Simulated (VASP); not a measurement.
A run of VASP 6.6.1:

INCAR

```
ALGO     = Normal         # electronic algorithm
EDIFF    = 1E-6           # SCF threshold, eV
ENCUT    = 520            # plane-wave cutoff, eV
GGA      = PE             # functional
ISIF     = 2              # what is computed and relaxed
ISMEAR   = 0              # smearing method
LASPH    = True           # aspherical terms in the spheres
LCHARG   = False          # write CHGCAR
LREAL    = False          # projectors in reciprocal space
LWAVE    = False          # write WAVECAR
NBANDS   = 24             # bands
NELM     = 100            # most SCF steps
PREC     = Accurate       # precision mode
SIGMA    = 0.4            # smearing width, eV
```

KPOINTS

```
k-points
0
Gamma
  5 5 5
```

Contents of POSCAR:

```
SnTe3
1.0
    0.0000000000      3.8612190000      3.8612190000
    3.8612190000      0.0000000000      3.8612190000
    3.8612190000      3.8612190000      0.0000000000
Sn Te
1 3
Direct
    0.0000000000      0.0000000000      0.0000000000
    0.2500000000      0.2500000000      0.2500000000
    0.7500000000      0.7500000000      0.7500000000
    0.5000000000      0.5000000000      0.5000000000
```

Potentials or basis: VASP PAW PBE potentials, release 64 (Sn_d, Te).

Command:

```bash
$ cat potpaw_PBE.64/Sn_d/POTCAR potpaw_PBE.64/Te/POTCAR > POTCAR
$ mpirun -np 1 vasp_std > vasp.out
```

Hardware: 1 thread of Intel(R) Xeon(R) 6975P-C (Granite Rapids), on a shared host.

Task: How long does it take, and how much memory?

Result: It took 19 s on 1 thread of Intel(R) Xeon(R) 6975P-C (Granite Rapids), with other jobs on the host, peak memory 0.25 GiB. Counts: scf iterations 13, k points 10.
